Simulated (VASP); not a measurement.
CuI: single point with r2SCAN

CuI:

```
CELL_PARAMETERS angstrom
0.00000 3.01203 3.01203
3.01203 0.00000 3.01203
3.01203 3.01203 0.00000
ATOMIC_POSITIONS crystal
Cu 0.00000 0.00000 0.00000
I 0.25000 0.25000 0.25000
```

| Item | Value |
| --- | --- |
| Program | VASP 6.6.1 |
| Task | single point |
| Functional | r2SCAN |
| Potentials or basis | VASP PAW PBE potentials, release 64 (Cu, I) |
| Cutoff | 520 eV |
| k mesh | 8 × 8 × 8 |
| Occupations | gaussian, width 0.01 eV |
| Spin | no spin polarisation |
| Dipole correction | no |
| Further INCAR settings | ALGO = Normal; EDIFF = 1e-07; NBANDS = 16 |

```json
{"Pressure": "-0.1 GPa", "Band gap on the k mesh": "1.67 eV"}
```

Levels at points of the mesh, in eV from the valence-band top:
```
           k point  band 5  band 6  band 7  band 8  band 9  band 10  band 11  band 12  band 13  band 14
(0.00, 0.00, 0.00)   -1.92   -1.92    0.00    0.00    0.00     1.67     5.22     5.22     5.22     8.68
(0.50, 0.00, 0.00)   -1.89   -1.89   -1.85   -0.74   -0.74     2.57     5.73     5.73     7.75     9.76
(0.50, 0.50, 0.00)   -1.96   -1.84   -1.82   -1.57   -1.57     2.90     3.17     9.94    10.51    10.51
```

It took 44 s on 1 thread of Intel(R) Xeon(R) 6975P-C (Granite Rapids), on a shared host, peak memory 0.2 GiB.

Caveat: the PAW data sets were made with another functional, which shifts forces and pressure a little; spin-orbit coupling is left out, which moves the levels of the heavy elements.
